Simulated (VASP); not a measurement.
# Ti2RuC3 (I4/mmm) in VASP: single point with PBE

Aim: the single point of Ti2RuC3 with PBE.

Everything below comes from runs of VASP 6.6.1. Logs are shortened: lines on timing, memory, paths and dates and some standing lists are left out, and cuts for length are marked.

**1. The cell of the first run**

Symmetry: I4/mmm, No. 139, tetragonal system. The conventional cell has a = 3.055 Å, b = 3.055 Å, c = 12.896 Å, α = 90.00°, β = 90.00°, γ = 90.00°. Within 2.8 Å of Ti (site symmetry 4mm) lie 6 C at 2.14 to 2.16 Å. Ru (site symmetry 4/mmm) has 6 C at 2.15 to 2.16 Å within 2.8 Å. C (site symmetry 4mm) has 5 Ti at 2.14 to 2.16 Å and 1 Ru at 2.15 Å within 2.8 Å. Within 2.9 Å of C (site symmetry 4/mmm) lie 4 Ru at 2.16 Å and 2 Ti at 2.16 Å.

**2. Single point, PBE**

INCAR

```
ALGO = Normal
EDIFF = 1E-7
ENCUT = 520
GGA = PE
ISIF = 2
ISMEAR = 0
LASPH = True
LCHARG = False
LREAL = False
LWAVE = False
NBANDS = 34
NELM = 100
PREC = Accurate
SIGMA = 0.1
```

KPOINTS

```
k-points
0
Gamma
  14 14 14
```

POSCAR

```
Ti2RuC3
1.0
   -1.5272592178      1.5272592178      6.4482311907
    1.5272592178     -1.5272592178      6.4482311907
    1.5272592178      1.5272592178     -6.4482311907
Ti Ru C
2 1 3
Direct
    0.6676455090      0.6676455090      0.0000000000
    0.3323544910      0.3323544910      0.0000000000
    0.0000000000      0.0000000000      0.0000000000
    0.8332574167      0.8332574167      0.0000000000
    0.1667425833      0.1667425833      0.0000000000
    0.5000000000      0.5000000000      0.0000000000
```

Potentials or basis: VASP PAW PBE potentials, release 64 (Ti_sv, Ru_pv, C).

Command:

```console
$ cat potpaw_PBE.64/Ti_sv/POTCAR potpaw_PBE.64/Ru_pv/POTCAR potpaw_PBE.64/C/POTCAR > POTCAR
$ mpirun -np 1 vasp_std > vasp.out
```

OUTCAR:

```text
EDIFF = 1E-7
   ENCUT = 520
   GGA = PE
   ISIF = 2
   ISMEAR = 0
   LASPH = True
   LREAL = False
   NELM = 100
   PREC = Accurate

 ion  position               nearest neighbor table
   1  0.668  0.668  0.000-   4 2.14   5 2.16   5 2.16   5 2.16   5 2.16   6 2.16   3 3.06   3 3.06
                             3 3.06   3 3.06
   2  0.332  0.332  0.000-   5 2.14   4 2.16   4 2.16   4 2.16   4 2.16   6 2.16   3 3.06   3 3.06
                             3 3.06   3 3.06
   3  0.000  0.000  0.000-   4 2.15   5 2.15   6 2.16   6 2.16   6 2.16   6 2.16   1 3.06   2 3.06
                             1 3.06   2 3.06   1 3.06   2 3.06   2 3.06   1 3.06
   4  0.833  0.833  0.000-   1 2.14   3 2.15   2 2.16   2 2.16   2 2.16   2 2.16
   5  0.167  0.167  0.000-   2 2.14   3 2.15   1 2.16   1 2.16   1 2.16   1 2.16
   6  0.500  0.500  0.000-   3 2.16   3 2.16   3 2.16   3 2.16   2 2.16   1 2.16

  LATTYP: Found a body centered tetragonal cell.
 ALAT       =     3.0545184356
 C/A-ratio  =     4.2220934832

  Lattice vectors:

 A1 = (  -1.5272592178,   1.5272592178,   6.4482311907)
 A2 = (   1.5272592178,  -1.5272592178,   6.4482311907)
 A3 = (   1.5272592178,   1.5272592178,  -6.4482311907)

Analysis of symmetry for initial positions (statically):
=====================================================================
 Subroutine PRICEL returns:
 Original cell was already a primitive cell.

 Routine SETGRP: Setting up the symmetry group for a
 body centered tetragonal supercell.

 Subroutine GETGRP returns: Found 16 space group operations
 (whereof 16 operations were pure point group operations)
 out of a pool of 16 trial point group operations.

The static configuration has the point symmetry D_4h.

Analysis of symmetry for dynamics (positions and initial velocities):
=====================================================================
 Subroutine PRICEL returns:
 Original cell was already a primitive cell.

 Routine SETGRP: Setting up the symmetry group for a
 body centered tetragonal supercell.

 Subroutine GETGRP returns: Found 16 space group operations
 (whereof 16 operations were pure point group operations)
 out of a pool of 16 trial point group operations.

The dynamic configuration has the point symmetry D_4h.

 Subroutine INISYM returns: Found 16 space group operations
 (whereof 16 operations are pure point group operations),
 and found     1 'primitive' translations

----------------------------------------------------------------------------------------

                                     Primitive cell

  volume of cell :      60.1625

  direct lattice vectors                    reciprocal lattice vectors
    -1.527259218  1.527259218  6.448231191     0.000000000  0.327383848  0.077540644
     1.527259218 -1.527259218  6.448231191     0.327383848  0.000000000  0.077540644
     1.527259218  1.527259218 -6.448231191     0.327383848  0.327383848  0.000000000

  length of vectors
     6.800347559  6.800347559  6.800347559     0.336441281  0.336441281  0.462990678

  position of ions in fractional coordinates (direct lattice)
     0.667645509  0.667645509  0.000000000
     0.332354491  0.332354491  0.000000000
     0.000000000  0.000000000  0.000000000
     0.833257417  0.833257417  0.000000000
     0.166742583  0.166742583  0.000000000
     0.500000000  0.500000000  0.000000000

  ion indices of the primitive-cell ions
   primitive index   ion index
                 1           1
                 2           2
                 3           3
                 4           4
                 5           5
                 6           6

----------------------------------------------------------------------------------------

 KPOINTS: k-points

Automatic generation of k-mesh.
 Grid dimensions read from file:
 generate k-points for:   14   14   14

 Generating k-lattice:

  Cartesian coordinates                     Fractional coordinates (reciprocal lattice)
     0.000000000  0.023384561  0.005538617     0.071428571  0.000000000  0.000000000
     0.023384561  0.000000000  0.005538617     0.000000000  0.071428571  0.000000000
     0.023384561  0.023384561  0.000000000     0.000000000  0.000000000  0.071428571

  Length of vectors
     0.024031520  0.024031520  0.033070763

  Shift w.r.t. Gamma in fractional coordinates (k-lattice)
     0.000000000  0.000000000  0.000000000

 Subroutine IBZKPT returns following result:
 ===========================================

 Found    244 irreducible k-points:

 Following reciprocal coordinates:
            Coordinates               Weight
  0.000000  0.000000  0.000000      1.000000
  0.071429  0.000000 -0.000000      8.000000
  0.142857  0.000000  0.000000      8.000000
  0.214286  0.000000  0.000000      8.000000
  0.285714  0.000000 -0.000000      8.000000
  0.357143  0.000000 -0.000000      8.000000
[... 16 lines left out ...]
  0.214286  0.142857  0.000000     16.000000
  0.285714  0.142857  0.000000     16.000000
 [... further k-points ...]
   k-points           NKPTS =    244   k-points in BZ     NKDIM =    244   number of bands    NBANDS=     34
   number of dos      NEDOS =    301   number of ions     NIONS =      6
   total plane-waves  NPLWV = 157464
   dimension x,y,z NGX =    54 NGY =   54 NGZ =   54
   dimension x,y,z NGXF=   108 NGYF=  108 NGZF=  108
   ions per type =               2   1   3
   NGX,Y,Z   is equivalent  to a cutoff of  13.20, 13.20, 13.20 a.u.
   NGXF,Y,Z  is equivalent  to a cutoff of  26.40, 26.40, 26.40 a.u.
 SYSTEM =  unknown system
   PREC   = accura    normal or accurate (medium, high low for compatibility)
   ISTART =      0    job   : 0-new  1-cont  2-samecut
   ICHARG =      2    charge: 1-file 2-atom 10-const
   ISPIN  =      1    spin polarized calculation?
   LNONCOLLINEAR =      F non collinear calculations
   LSORBIT =      F    spin-orbit coupling
   LASPH  =      T    aspherical Exc in radial PAW
   ENCUT  =  520.0 eV  38.22 Ry    6.18 a.u.  12.64 12.64 12.64*2*pi/ulx,y,z
   NELM   =    100;   NELMIN=  2; NELMDL= -5     # of ELM steps
   EDIFF  = 0.1E-06   stopping-criterion for ELM
   LREAL  =      F    real-space projection
   EDIFFG = 0.1E-05   stopping-criterion for IOM
   NSW    =      0    number of steps for IOM
   IBRION =     -1    ionic relax: 0-MD 1-quasi-New 2-CG
   NFREE  =      0    steps in history (QN), initial steepest desc. (CG)
   ISIF   =      2    stress and relaxation
   ISYM   =      2    0-nonsym 1-usesym 2-fastsym
   POTIM  = 0.5000    time-step for ionic-motion
   TEBEG  =    0.0;   TEEND  =   0.0 temperature during run
   PSTRESS=    0.0 pullay stress
   NELECT =      50.0000    total number of electrons
   NUPDOWN=      -1.0000    fix difference up-down
   EMIN   =  10.00;   EMAX   =-10.00  energy-range for DOS
   EFERMI =   0.00;   METHOD = LEGACY
   ISMEAR =     0;   SIGMA  =   0.10  broadening in eV -4-tet -1-fermi 0-gaus
   EFERMI_NEDOS =   21; number of points for ismear=-14 and -15
   IALGO  =     38    algorithm
   IMIX   =      4    mixing-type and parameters
     AMIX     =   0.40;   BMIX     =  1.00
     AMIX_MAG =   1.60;   BMIX_MAG =  1.00
  volume/ion in A,a.u.               =      10.03        67.67
  Fermi-wavevector in a.u.,A,eV,Ry     =   1.539180  2.908629 32.233231  2.369076
  Thomas-Fermi vector in A             =   2.645444
   LORBIT       =      0    0 simple, 1 ext, 2 COOP (PROOUT), +10 PAW based schemes
   GGA     = PE    functional components
   LHFCALC =     F    Hartree Fock is set to
   AEXX    =    0.0000 exact exchange contribution
   IVDW    =     0    specifies the selected vdW correction
   LEPSILON=     F    determine dielectric tensor
   LRPA    =     F    only Hartree local field effects (RPA)
 non-spin polarized calculation
 Gauss-broadening in eV      SIGMA  =   0.10
  energy-cutoff  :      520.00
  volume of cell :       60.16
 maximum number of plane-waves:      1640
 NGX is ok and might be reduce to    54
   NGX = 25   NGY = 25   NGZ = 25

 number of electron      50.0000001 magnetization

 Free energy of the ion-electron system (eV)
  ---------------------------------------------------
  ext. energy  EPLUGINS =         0.00000000
  ---------------------------------------------------
  free energy    TOTEN  =       -54.08957787 eV

  energy without entropy =      -54.07616952  energy(sigma->0) =      -54.08287370

 E-fermi :  10.4574     XC(G=0): -13.0749

 val. band max:       10.4528866095   @ k =  -0.4286  -0.4286   0.2143
 cond. band min:      10.4575548713   @ k =  -0.1429  -0.2143   0.0714
 fundamental gap:      0.0046682618
 Fermi energy:        10.4573978211

 k-point     1 :       0.0000    0.0000    0.0000
  band No.  band energies     occupation
      1     -46.3233      2.00000
      2     -46.2679      2.00000
      3     -33.0138      2.00000
      4     -32.8693      2.00000
      5     -32.8693      2.00000
      6     -22.7991      2.00000
[... 26 lines left out ...]
     33      13.0912      0.00000
     34      13.0912      0.00000

 k-point     2 :       0.0714    0.0000   -0.0000
  band No.  band energies     occupation
      1     -46.3213      2.00000
      2     -46.2673      2.00000
      3     -33.0130      2.00000
      4     -32.8778      2.00000
      5     -32.8682      2.00000
      6     -22.7962      2.00000
[... 26 lines left out ...]
     33      13.0911      0.00000
     34      13.5470      0.00000

 k-point     3 :       0.1429    0.0000    0.0000
  band No.  band energies     occupation
      1     -46.3158      2.00000
      2     -46.2658      2.00000
      3     -33.0109      2.00000
      4     -32.9017      2.00000
      5     -32.8653      2.00000
      6     -22.7884      2.00000
[... 26 lines left out ...]
     33      13.6227      0.00000
     34      13.9896      0.00000
[... 704 lines left out ...]
 k-point    23 :       0.2143    0.1429    0.0000
  band No.  band energies     occupation
      1     -46.3006      2.00000
      2     -46.2614      2.00000
      3     -33.0050      2.00000
      4     -32.9319      2.00000
      5     -32.8933      2.00000
      6     -22.7675      2.00000
[... 26 lines left out ...]
     33      13.8490      0.00000
     34      14.2410      0.00000

 k-point    24 :       0.2857    0.1429    0.0000
  band No.  band energies     occupation
      1     -46.2910      2.00000
      2     -46.2597      2.00000
      3     -33.0016      2.00000
      4     -32.9697      2.00000
      5     -32.8885      2.00000
      6     -22.7620      2.00000
[... 26 lines left out ...]
     33      14.0779      0.00000
     34      14.8678      0.00000

 [... further k-points ...]

------------------------ aborting loop because EDIFF is reached ----------------------------------------

  FORCE on cell =-STRESS in cart. coord.  units (eV):
  Direction    XX          YY          ZZ          XY          YZ          ZX
  --------------------------------------------------------------------------------------
  -------------------------------------------------------------------------------------
  Total        0.0869413      0.0869413      0.0256449      0.0000000      0.0000000      0.0000000
  in kB        2.3153165      2.3153165      0.6829450      0.0000000      0.0000000      0.0000000
  external PRESSURE =       1.7711927 kB  Pullay stress =       0.0000000 kB

 VOLUME and BASIS-vectors are now :
 -----------------------------------------------------------------------------
  energy-cutoff  :      520.00
  volume of cell :       60.16
      direct lattice vectors                 reciprocal lattice vectors
    -1.527259218  1.527259218  6.448231191     0.000000000  0.327383848  0.077540644
     1.527259218 -1.527259218  6.448231191     0.327383848  0.000000000  0.077540644
     1.527259218  1.527259218 -6.448231191     0.327383848  0.327383848  0.000000000

 POSITION                                       TOTAL-FORCE (eV/Angst)
 -----------------------------------------------------------------------------------
      0.00000      0.00000      8.61027        -0.000000     -0.000000      0.000873
      0.00000      0.00000      4.28620         0.000000      0.000000     -0.000873
      0.00000      0.00000      0.00000        -0.000000     -0.000000     -0.000000
      0.00000      0.00000     10.74607        -0.000000     -0.000000      0.007862
      0.00000      0.00000      2.15039         0.000000      0.000000     -0.007862
      0.00000      0.00000      6.44823        -0.000000     -0.000000      0.000000
 -----------------------------------------------------------------------------------
    total drift:                                0.000000     -0.000000     -0.000000

  FREE ENERGIE OF THE ION-ELECTRON SYSTEM (eV)
  ---------------------------------------------------
  free  energy   TOTEN  =       -54.0895778686 eV

  energy  without entropy=      -54.0761695220  energy(sigma->0) =      -54.08287370
```

It took 25 min on 1 thread of Intel Xeon 6975P-C (Granite Rapids), shared host; peak memory 0.7 GiB.

Results:

* Free energy: -54.0896 eV
* Pressure: 0.2 GPa
* Largest force: 0.008 eV/Å
* Band gap on the k mesh: zero (band 25 reaches 10.91 eV, above the bottom of band 26 at 10.01 eV)

Forces in eV/Å, atoms in the order of the input:
```
Ti   0.000  0.000  0.001
Ti   0.000  0.000 -0.001
Ru   0.000  0.000  0.000
C    0.000  0.000  0.008
C    0.000  0.000 -0.008
C    0.000  0.000  0.000
```
